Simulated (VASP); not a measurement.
# C (P6_3/mmc) in VASP: further runs

The runs below take C through single point, with PBEsol.

Program: VASP 6.6.1. These are calculated values, not measurements. Logs are shortened: lines on timing, memory, paths and dates and some standing lists are left out, and cuts for length are marked.

## (1) The cell of the first run

It takes space group P6_3/mmc (No. 194, hexagonal). The conventional cell has a = 2.499 Å, b = 2.499 Å, c = 4.119 Å, α = 90.00°, β = 90.00°, γ = 120.00°. C (site symmetry 3m) has 4 C at 1.53 to 1.54 Å within 2.0 Å.

## (2) Single point, PBEsol (strained cell)

Contents of INCAR:

```
PREC = Accurate
ENCUT = 520
EDIFF = 1E-6
ISMEAR = 0
SIGMA = 0.02
LREAL = F
LASPH = T
NELM = 60
ALGO = Normal
ISIF = 2
LWAVE = F
LCHARG = T
GGA = PS
LELF = T
LVHAR = T
NBANDS = 16
```

Contents of KPOINTS:

```
Automatic mesh
0
Gamma
  9 9 6
```

Contents of POSCAR:

```
C
1.0
    2.4991591159      0.0000000000      0.0000000000
   -1.2495795580      2.1643352825      0.0000000000
    0.0000000000      0.0000000000      4.1189829197
C
4
Direct
    0.3333333333      0.6666666667     -0.0002610710
    0.6666666667      0.3333333333      0.4997389290
    0.3333333333      0.6666666667      0.3742610710
    0.6666666667      0.3333333333      0.8742610710
```

Potentials or basis: VASP PAW PBE potentials, release 64 (C).

Launch:

```
> cat potpaw_PBE.64/C/POTCAR > POTCAR
> mpirun -np 1 vasp_std > vasp.out
```

OUTCAR:

```text
PREC = Accurate
   ENCUT = 520
   EDIFF = 1E-6
   ISMEAR = 0
   LREAL = F
   LASPH = T
   NELM = 60
   ISIF = 2
   GGA = PS

 ion  position               nearest neighbor table
   1  0.333  0.667  1.000-   4 1.53   4 1.53   4 1.53   3 1.54
   2  0.667  0.333  0.500-   3 1.53   3 1.53   3 1.53   4 1.54
   3  0.333  0.667  0.374-   2 1.53   2 1.53   2 1.53   1 1.54
   4  0.667  0.333  0.874-   1 1.53   1 1.53   1 1.53   2 1.54

  LATTYP: Found a hexagonal cell.
 ALAT       =     2.4991591159
 C/A-ratio  =     1.6481475283

  Lattice vectors:

 A1 = (   2.4991591159,   0.0000000000,   0.0000000000)
 A2 = (  -1.2495795580,   2.1643352825,   0.0000000000)
 A3 = (   0.0000000000,   0.0000000000,   4.1189829197)

Analysis of symmetry for initial positions (statically):
=====================================================================
 Subroutine PRICEL returns:
 Original cell was already a primitive cell.

 Routine SETGRP: Setting up the symmetry group for a
 hexagonal supercell.

 Subroutine GETGRP returns: Found 24 space group operations
 (whereof  6 operations were pure point group operations)
 out of a pool of 24 trial point group operations.

The static configuration has the point symmetry C_3v.
 The point group associated with its full space group is D_6h.

Analysis of symmetry for dynamics (positions and initial velocities):
=====================================================================
 Subroutine PRICEL returns:
 Original cell was already a primitive cell.

 Routine SETGRP: Setting up the symmetry group for a
 hexagonal supercell.

 Subroutine GETGRP returns: Found 24 space group operations
 (whereof  6 operations were pure point group operations)
 out of a pool of 24 trial point group operations.

The dynamic configuration has the point symmetry C_3v.
 The point group associated with its full space group is D_6h.

 Subroutine INISYM returns: Found 24 space group operations
 (whereof  6 operations are pure point group operations),
 and found     1 'primitive' translations

----------------------------------------------------------------------------------------

                                     Primitive cell

  volume of cell :      22.2797

  direct lattice vectors                    reciprocal lattice vectors
     2.499159116  0.000000000  0.000000000     0.400134587  0.231017811  0.000000000
    -1.249579558  2.164335283  0.000000000     0.000000000  0.462035623  0.000000000
     0.000000000  0.000000000  4.118982920     0.000000000  0.000000000  0.242778380

  length of vectors
     2.499159116  2.499159116  4.118982920     0.462035623  0.462035623  0.242778380

  position of ions in fractional coordinates (direct lattice)
     0.333333333  0.666666667  0.999738929
     0.666666667  0.333333333  0.499738929
     0.333333333  0.666666667  0.374261071
     0.666666667  0.333333333  0.874261071

  ion indices of the primitive-cell ions
   primitive index   ion index
                 1           1
                 2           2
                 3           3
                 4           4

----------------------------------------------------------------------------------------

 KPOINTS: Automatic mesh

Automatic generation of k-mesh.
 Grid dimensions read from file:
 generate k-points for:    9    9    6

 Generating k-lattice:

  Cartesian coordinates                     Fractional coordinates (reciprocal lattice)
     0.044459399  0.025668646  0.000000000     0.111111111 -0.000000000  0.000000000
     0.000000000  0.051337291  0.000000000     0.000000000  0.111111111  0.000000000
     0.000000000  0.000000000  0.040463063     0.000000000  0.000000000  0.166666667

  Length of vectors
     0.051337291  0.051337291  0.040463063

  Shift w.r.t. Gamma in fractional coordinates (k-lattice)
     0.000000000  0.000000000  0.000000000

 Subroutine IBZKPT returns following result:
 ===========================================

 Found     48 irreducible k-points:

 Following reciprocal coordinates:
            Coordinates               Weight
  0.000000  0.000000  0.000000      1.000000
  0.111111 -0.000000  0.000000      6.000000
  0.222222 -0.000000  0.000000      6.000000
  0.333333  0.000000  0.000000      6.000000
  0.444444 -0.000000  0.000000      6.000000
  0.111111  0.111111  0.000000      6.000000
[... 16 lines left out ...]
  0.333333  0.222222  0.166667     24.000000
  0.333333  0.333333  0.166667      4.000000
 [... further k-points ...]
   k-points           NKPTS =     48   k-points in BZ     NKDIM =     48   number of bands    NBANDS=     16
   number of dos      NEDOS =    301   number of ions     NIONS =      4
   total plane-waves  NPLWV =  12800
   dimension x,y,z NGX =    20 NGY =   20 NGZ =   32
   dimension x,y,z NGXF=    40 NGYF=   40 NGZF=   64
   ions per type =               4
   NGX,Y,Z   is equivalent  to a cutoff of  13.30, 13.30, 12.92 a.u.
   NGXF,Y,Z  is equivalent  to a cutoff of  26.61, 26.61, 25.83 a.u.
 SYSTEM =  unknown system
   PREC   = accura    normal or accurate (medium, high low for compatibility)
   ISTART =      0    job   : 0-new  1-cont  2-samecut
   ICHARG =      2    charge: 1-file 2-atom 10-const
   ISPIN  =      1    spin polarized calculation?
   LNONCOLLINEAR =      F non collinear calculations
   LSORBIT =      F    spin-orbit coupling
   LASPH  =      T    aspherical Exc in radial PAW
   ENCUT  =  520.0 eV  38.22 Ry    6.18 a.u.   4.65  4.65  7.66*2*pi/ulx,y,z
   NELM   =     60;   NELMIN=  2; NELMDL= -5     # of ELM steps
   EDIFF  = 0.1E-05   stopping-criterion for ELM
   LREAL  =      F    real-space projection
   EDIFFG = 0.1E-04   stopping-criterion for IOM
   NSW    =      0    number of steps for IOM
   IBRION =     -1    ionic relax: 0-MD 1-quasi-New 2-CG
   NFREE  =      0    steps in history (QN), initial steepest desc. (CG)
   ISIF   =      2    stress and relaxation
   ISYM   =      2    0-nonsym 1-usesym 2-fastsym
   POTIM  = 0.5000    time-step for ionic-motion
   TEBEG  =    0.0;   TEEND  =   0.0 temperature during run
   PSTRESS=    0.0 pullay stress
   NELECT =      16.0000    total number of electrons
   NUPDOWN=      -1.0000    fix difference up-down
   EMIN   =  10.00;   EMAX   =-10.00  energy-range for DOS
   EFERMI =   0.00;   METHOD = LEGACY
   ISMEAR =     0;   SIGMA  =   0.02  broadening in eV -4-tet -1-fermi 0-gaus
   EFERMI_NEDOS =   21; number of points for ismear=-14 and -15
   IALGO  =     38    algorithm
   IMIX   =      4    mixing-type and parameters
     AMIX     =   0.40;   BMIX     =  1.00
     AMIX_MAG =   1.60;   BMIX_MAG =  1.00
  volume/ion in A,a.u.               =       5.57        37.59
  Fermi-wavevector in a.u.,A,eV,Ry     =   1.466038  2.770411 29.242574  2.149269
  Thomas-Fermi vector in A             =   2.581824
   LORBIT       =      0    0 simple, 1 ext, 2 COOP (PROOUT), +10 PAW based schemes
   GGA     = PS    functional components
   LHFCALC =     F    Hartree Fock is set to
   AEXX    =    0.0000 exact exchange contribution
   IVDW    =     0    specifies the selected vdW correction
   LEPSILON=     F    determine dielectric tensor
   LRPA    =     F    only Hartree local field effects (RPA)
 non-spin polarized calculation
 Gauss-broadening in eV      SIGMA  =   0.02
  energy-cutoff  :      520.00
  volume of cell :       22.28
 maximum number of plane-waves:       616
 NGX is ok and might be reduce to    20
   NGX =  9   NGY =  9   NGZ = 15

 number of electron      16.0000000 magnetization

 Free energy of the ion-electron system (eV)
  ---------------------------------------------------
  ext. energy  EPLUGINS =         0.00000000
  ---------------------------------------------------
  free energy    TOTEN  =       -38.39237272 eV

  energy without entropy =      -38.39237272  energy(sigma->0) =      -38.39237272

 E-fermi :  10.4388     XC(G=0): -13.5151

 val. band max:       10.2859196844   @ k =   0.0000   0.0000   0.0000
 cond. band min:      13.3131787024   @ k =   0.3333   0.3333   0.0000
 fundamental gap:      3.0272590180
 Fermi energy:        10.4387630929

 k-point     1 :       0.0000    0.0000    0.0000
  band No.  band energies     occupation
      1     -11.8155      2.00000
      2      -5.9403      2.00000
      3      -3.7357      2.00000
      4       7.0205      2.00000
      5       7.0205      2.00000
      6       9.7766      2.00000
[... 8 lines left out ...]
     15      24.8646      0.00000
     16      28.3659      0.00000

 k-point     2 :       0.1111   -0.0000    0.0000
  band No.  band energies     occupation
      1     -11.5063      2.00000
      2      -5.6632      2.00000
      3      -3.4463      2.00000
      4       5.5596      2.00000
      5       6.4126      2.00000
      6       9.0581      2.00000
[... 8 lines left out ...]
     15      25.1987      0.00000
     16      26.5979      0.00000

 k-point     3 :       0.2222   -0.0000    0.0000
  band No.  band energies     occupation
      1     -10.5852      2.00000
      2      -4.8373      2.00000
      3      -2.6198      2.00000
      4       2.5261      2.00000
      5       5.2312      2.00000
      6       6.4657      2.00000
[... 8 lines left out ...]
     15      24.6347      0.00000
     16      26.1088      0.00000

 k-point     4 :       0.3333    0.0000    0.0000
  band No.  band energies     occupation
      1      -9.0796      2.00000
      2      -3.4818      2.00000
      3      -1.7835      2.00000
      4      -0.2782      2.00000
      5       3.6013      2.00000
      6       4.2141      2.00000
[... 8 lines left out ...]
     15      25.3913      0.00000
     16      26.4836      0.00000

 k-point     5 :       0.4444   -0.0000    0.0000
  band No.  band energies     occupation
      1      -7.1293      2.00000
      2      -3.9811      2.00000
      3      -1.6886      2.00000
      4       0.4464      2.00000
      5       0.9784      2.00000
      6       3.6582      2.00000
[... 8 lines left out ...]
     15      26.8888      0.00000
     16      28.6371      0.00000

 k-point     6 :       0.1111    0.1111    0.0000
  band No.  band energies     occupation
      1     -10.8910      2.00000
      2      -5.1118      2.00000
      3      -2.8861      2.00000
      4       3.6874      2.00000
      5       5.0839      2.00000
      6       7.4304      2.00000
[... 8 lines left out ...]
     15      25.5766      0.00000
     16      25.9107      0.00000
[... 267 lines left out ...]
 k-point    21 :       0.4444    0.1111    0.1667
  band No.  band energies     occupation
      1      -6.0941      2.00000
      2      -4.3972      2.00000
      3      -1.9423      2.00000
      4      -0.3523      2.00000
      5       1.9709      2.00000
      6       2.8644      2.00000
[... 8 lines left out ...]
     15      26.3313      0.00000
     16      28.4753      0.00000

 k-point    22 :       0.2222    0.2222    0.1667
  band No.  band energies     occupation
      1      -8.0097      2.00000
      2      -3.8195      2.00000
      3      -1.1597      2.00000
      4       1.3130      2.00000
      5       1.4284      2.00000
      6       2.7326      2.00000
[... 8 lines left out ...]
     15      24.0655      0.00000
     16      26.6943      0.00000

 k-point    23 :       0.3333    0.2222    0.1667
  band No.  band energies     occupation
      1      -6.1073      2.00000
      2      -3.3978      2.00000
      3      -1.8816      2.00000
      4       0.2478      2.00000
      5       0.7109      2.00000
      6       2.5946      2.00000
[... 8 lines left out ...]
     15      25.5793      0.00000
     16      26.9155      0.00000

 k-point    24 :       0.3333    0.3333    0.1667
  band No.  band energies     occupation
      1      -4.4168      2.00000
      2      -4.4168      2.00000
      3      -0.9929      2.00000
      4      -0.3294      2.00000
      5      -0.3294      2.00000
      6       2.6697      2.00000
[... 8 lines left out ...]
     15      25.9446      0.00000
     16      25.9446      0.00000

 [... further k-points ...]

------------------------ aborting loop because EDIFF is reached ----------------------------------------

  FORCE on cell =-STRESS in cart. coord.  units (eV):
  Direction    XX          YY          ZZ          XY          YZ          ZX
  --------------------------------------------------------------------------------------
  -------------------------------------------------------------------------------------
  Total        0.1622593      0.1622593      2.0892924     -0.0000000      0.0000000      0.0000000
  in kB       11.6684148     11.6684148    150.2454641     -0.0000000      0.0000000      0.0000000
  external PRESSURE =      57.8607646 kB  Pullay stress =       0.0000000 kB

 VOLUME and BASIS-vectors are now :
 -----------------------------------------------------------------------------
  energy-cutoff  :      520.00
  volume of cell :       22.28
      direct lattice vectors                 reciprocal lattice vectors
     2.499159116  0.000000000  0.000000000     0.400134587  0.231017811  0.000000000
    -1.249579558  2.164335283  0.000000000     0.000000000  0.462035623  0.000000000
     0.000000000  0.000000000  4.118982920     0.000000000  0.000000000  0.242778380

 POSITION                                       TOTAL-FORCE (eV/Angst)
 -----------------------------------------------------------------------------------
     -0.00000      1.44289      4.11791         0.000000     -0.000000      0.002710
      1.24958      0.72145      2.05842        -0.000000      0.000000      0.002710
     -0.00000      1.44289      1.54157         0.000000     -0.000000     -0.002710
      1.24958      0.72145      3.60107        -0.000000      0.000000     -0.002710
 -----------------------------------------------------------------------------------
    total drift:                               -0.000000      0.000000      0.000002

  FREE ENERGIE OF THE ION-ELECTRON SYSTEM (eV)
  ---------------------------------------------------
  free  energy   TOTEN  =       -38.3923727185 eV

  energy  without entropy=      -38.3923727185  energy(sigma->0) =      -38.39237272
```

It took 6.4 s on 1 thread of Intel Xeon 6975P-C (Granite Rapids), shared host; peak memory 0.13 GiB.

What came out:

- Free energy: -38.3924 eV
- Pressure: 5.8 GPa
- Band gap on the k mesh: 3.03 eV, indirect (least direct gap 4.81 eV)

Forces in eV/Å, atoms in the order of the input:
```
C    0.000  0.000  0.003
C    0.000  0.000  0.003
C    0.000  0.000 -0.003
C    0.000  0.000 -0.003
```

Caveat: the cell differs from its parent crystal (strained cell); the PAW data sets were made with another functional, which shifts forces and pressure a little. A k mesh can miss the band edges.

## (3) Single point, PBEsol (strained cell)

Contents of INCAR:

```
SYSTEM = C
ALGO = Normal
EDIFF = 1E-7
ENCUT = 520
GGA = PS
ISIF = 2
ISMEAR = 0
LASPH = .TRUE.
LCHARG = .TRUE.
LELF = .TRUE.
LREAL = .FALSE.
LVHAR = .TRUE.
LWAVE = .FALSE.
NBANDS = 16
NELM = 100
PREC = Accurate
SIGMA = 0.02
```

Contents of KPOINTS:

```
k-points
0
G
  9 9 6
  0 0 0
```

POSCAR: that of step 2 with these lines changed.

```diff
@@ -2,4 +2,4 @@
 1.0
-    2.4991591159      0.0000000000      0.0000000000
-   -1.2495795580      2.1643352825      0.0000000000
+    2.4991218368      0.0000000000      0.0000000000
+   -1.2495609184      2.1643029978      0.0000000000
     0.0000000000      0.0000000000      4.1189829197
```

Potentials or basis: VASP PAW PBE potentials, release 64 (C).

Launch:

```
> cat potpaw_PBE.64/C/POTCAR > POTCAR
> mpirun -np 1 vasp_std > vasp.out
```

Run time: 7 s. Hardware: 1 thread of Intel Xeon 6975P-C (Granite Rapids), shared host; peak memory 0.13 GiB.

It converged, with:

```
Free energy            : -38.3924 eV
Pressure               : 5.8 GPa
Band gap on the k mesh : 3.03 eV, indirect (least direct gap 4.81 eV)
```

Forces in eV/Å, atoms in the order of the input:
```
C    0.000  0.000  0.003
C    0.000  0.000  0.003
C    0.000  0.000 -0.003
C    0.000  0.000 -0.003
```

Stress tensor (GPa, compression positive):
```
 1.19  0.00  0.00
 0.00  1.19  0.00
 0.00  0.00 15.03
```

Levels at points of the mesh, in eV from the valence-band top:
| k point | band 5 | band 6 | band 7 | band 8 | band 9 | band 10 | band 11 | band 12 |
| --- | --- | --- | --- | --- | --- | --- | --- | --- |
| (0.00, 0.00, 0.00) | -3.27 | -0.51 | 0.00 | 0.00 | 4.81 | 4.81 | 5.60 | 8.07 |
| (0.00, 0.00, 0.50) | -1.97 | -1.97 | -1.97 | -1.97 | 7.19 | 7.19 | 7.19 | 7.19 |

Caveat: the cell differs from its parent crystal (strained cell); the PAW data sets were made with another functional, which shifts forces and pressure a little. A k mesh can miss the band edges.
